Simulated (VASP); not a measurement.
CaSe: single point with PBE

Crystal: CaSe.

```
Ca Se
1.0
     3.64642    0.00000    0.00000
     0.00000    3.64642    0.00000
     0.00000    0.00000    3.63396
Ca Se
1 1
Direct
  0.00000 0.00000 0.00000
  0.50000 0.50000 0.50000
```

This cell differs from its parent crystal: epitaxial xy strain +0.3%.

```
Program             : VASP 6.6.1
Task                : single point
Functional          : PBE
Potentials or basis : VASP PAW PBE potentials, release 64 (Ca_sv, Se)
Cutoff              : 520 eV
k mesh              : 8 × 8 × 8
Occupations         : fermi-dirac, width 0.02 eV
Spin                : no spin polarisation
```

The pressure is 0.5 GPa and the band gap on the k mesh is 0.74 eV, direct.

Stress tensor (GPa, compression positive):
```
0.31 0.00 0.00
0.00 0.31 0.00
0.00 0.00 0.84
```

Levels at points of the mesh, in eV from the valence-band top:
```tsv
k point	band 5	band 6	band 7	band 8	band 9	band 10	band 11	band 12
(0.00, 0.00, 0.00)	-13.03	-0.90	-0.90	-0.85	1.08	1.08	2.03	4.34
(0.50, 0.00, 0.00)	-12.30	-4.90	-1.08	-1.03	2.00	4.59	4.60	4.75
(0.50, 0.50, 0.00)	-12.00	-3.56	-3.56	0.00	0.74	2.93	3.17	3.17
(0.00, 0.00, 0.50)	-12.29	-4.90	-1.07	-1.07	2.01	4.57	4.59	4.78
(0.50, 0.00, 0.50)	-11.99	-3.56	-3.55	-0.03	0.76	2.90	3.14	3.15
(0.50, 0.50, 0.50)	-11.44	-3.69	-3.69	-3.69	3.82	3.82	3.83	5.38
```

Wall time 55 s on 1 thread of Intel(R) Xeon(R) Platinum 8259CL CPU @ 2.50GHz (Skylake/Cascade Lake) (shared host), peak memory 0.19 GiB.

Caveat: the cell differs from its parent crystal (epitaxial xy strain +0.3%). A k mesh can miss the band edges.
